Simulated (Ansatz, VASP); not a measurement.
## Two plane-wave programs on P

INCAR

```
SYSTEM = P
PREC = Accurate
ENCUT = 520
EDIFF = 1E-6
ISMEAR = 0
SIGMA = 0.15
LREAL = .False.
LASPH = .True.
NELM = 100
ALGO = Normal
ISIF = 2
LWAVE = .False.
LCHARG = .False.
GGA = PS
IVDW = 12
NBANDS = 8
```

The input KPOINTS:

```
regular mesh
0
Gamma
  28 28 28
  0 0 0
```

Contents of POSCAR:

```
P
1.0
    2.3157288346      0.0000000000      0.0000000000
    0.0000000000      2.3157288346      0.0000000000
    0.0000000000      0.0000000000      2.5474803028
P
1
Direct
    0.0000000000      0.0000000000      0.0000000000
```

Input for Ansatz:

```yaml
crystal:
  lattice:
    - [2.3157288346, 0.0, 0.0]
    - [0.0, 2.3157288346, 0.0]
    - [0.0, 0.0, 2.5474803028]
  atoms:
    - { symbol: P, position: [0.0, 0.0, 0.0] }
basis:
  ecutwfc: 420
kpoints:
  mp_grid: { grid: [28, 28, 28] }
hamiltonian:
  xc: pbesol
  dispersion: d3bj
scf:
  occupations: { method: gaussian, width: 0.15 }
output:
  forces: true
  stress: true
  eigenvalues: true
```

Alike in both runs: task single point; functional PBEsol; dispersion D3(BJ); k mesh 28 × 28 × 28; occupations gaussian, width 0.15 eV; no spin polarisation.

|  | VASP | Ansatz |
| --- | --- | --- |
| version | VASP 6.6.1 | Ansatz 0.2.0 |
| potentials or method | VASP PAW PBE potentials, release 64 (P), cutoff 520 eV | scalar-relativistic, plane waves, PAW |
| valence electrons in the cell | 5 | 5 |

```csv
,VASP,Ansatz,Ansatz less VASP
gap on the k mesh at the Fermi level (eV),none,none,-
pressure (GPa),2.5,2.4,-0.10
"traceless stress, the component that is largest in VASP (GPa)",-16.33,-16.34,-0.012
```

VASP's potentials were made for PBE, not for PBEsol. A gap of «none» marks a metal or a gap that the smearing closes.
